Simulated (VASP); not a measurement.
Crystal: LiF.

```xyz
12
Lattice="1.4459 -2.5616 0.0702 -4.4015 -2.5985 0.0515 -0.0232 0.1876 -7.4801" Properties=species:S:1:pos:R:3 pbc="T T T"
Li   -3.8036   -3.8204   -5.9200
Li   -0.7228   -3.7516   -6.1465
Li   -2.1061   -3.6702   -1.0848
Li   -0.7700   -1.4855   -1.2745
Li   -3.1268   -2.6432   -3.7038
Li   -0.1502   -2.4129   -3.7526
F    -2.3501   -3.7131   -4.9557
F    -0.6168   -1.0504   -5.0176
F    -2.7489   -2.1279   -7.3469
F    -0.2577   -2.5392   -7.5707
F    -3.5526   -3.7821   -2.4234
F    -0.6462   -3.8104   -2.3123
```

```yaml
Program: VASP 6.6.1
Task: relaxation of cell and atoms
Functional: PBE
Potentials_or_basis: VASP PAW PBE potentials, release 64 (Li_sv, F)
Cutoff: 600 eV
k_mesh: 4 × 4 × 2
Occupations: gaussian, width 0.1 eV
Spin: no spin polarisation
```

At the start: pressure 5.1 GPa; volume 9.36 Å³/atom.

Where does the relaxation end?

Over 37 steps the energy falls by 200.0 meV/atom and the volume is 8.30 Å³/atom (-11.3 %); space group P1 (No. 1, to 0.1 Å) before, Fm-3m (No. 225, to 0.1 Å).

The path:
```csv
step,energy change (eV),largest force (eV/Å),pressure (GPa),volume (Å³)
1,0.0000,3.3310,5.13,112.37
2,-1.1305,1.1018,-1.66,117.31
3,-1.1777,0.9967,-2.28,118.20
4,-1.1996,0.8077,-3.23,119.98
5,-1.2019,0.8481,-3.05,119.58
6,-1.4029,0.4704,-2.29,116.60
7,-1.5225,0.5115,-0.40,111.92
8,-1.5902,0.3965,0.30,110.23
9,-1.6123,0.2798,1.25,108.46
10,-1.6471,0.1826,0.36,109.75
11,-1.6560,0.1790,-0.29,110.78
12,-1.6716,0.1253,-0.33,110.67
13,-1.6798,0.2243,-0.36,110.50
14,-1.6899,0.1968,-0.29,110.22
15,-1.7161,0.2147,-0.08,109.39
16,-1.7502,0.3117,0.34,107.72
17,-1.7353,0.6330,1.25,104.41
18,-1.7588,0.4066,0.62,106.57
19,-1.7702,0.4151,0.58,106.40
20,-1.8048,0.4413,0.39,105.91
21,-1.8709,0.4989,0.05,104.93
22,-1.9139,0.7912,-0.03,102.98
23,-1.9210,0.5698,-0.18,103.75
24,-1.9991,0.5449,-0.31,103.12
25,-2.0655,0.6742,0.08,101.88
26,-2.1343,0.4683,-0.16,101.88
27,-2.2412,0.3216,-0.55,101.90
28,-2.2462,0.4298,-0.59,101.90
29,-2.3024,0.3218,-0.37,101.14
30,-2.3481,0.3252,0.39,99.49
31,-2.3778,0.1950,0.17,99.54
32,-2.3800,0.1909,0.13,99.56
33,-2.3935,0.0942,-0.09,99.82
34,-2.3948,0.0945,-0.17,99.92
35,-2.3991,0.0438,0.00,99.66
36,-2.3993,0.0437,0.06,99.57
37,-2.4003,0.0245,0.00,99.64
```

Final structure:
```xyz
12
Lattice="1.4310 -2.4808 0.0012 -4.2933 -2.4816 0.0006 -0.0006 0.0050 -7.0160" Properties=species:S:1:pos:R:3 pbc="T T T"
Li   -3.3414   -4.1210   -5.8488
Li   -1.9085   -1.6413   -5.8411
Li   -1.9076   -3.3104   -1.1710
Li   -0.4718   -0.8367   -1.1672
Li   -3.3408   -2.4841   -3.5075
Li   -0.4768   -2.4803   -3.5082
F    -1.9085   -3.2992   -4.6750
F    -0.4780   -0.8244   -4.6757
F    -3.3423   -2.4792   -0.0002
F    -0.4782   -2.4720   -7.0142
F     0.9524   -1.6562   -2.3400
F    -1.9071   -1.6593   -2.3378
```

Caveat: the k points lie up to 0.55 Å⁻¹ apart in the final cell; the cutoff is under 1.25 times the usual one of these potentials, so pressure, stress and relaxed cells hold a basis-set (Pulay) error.
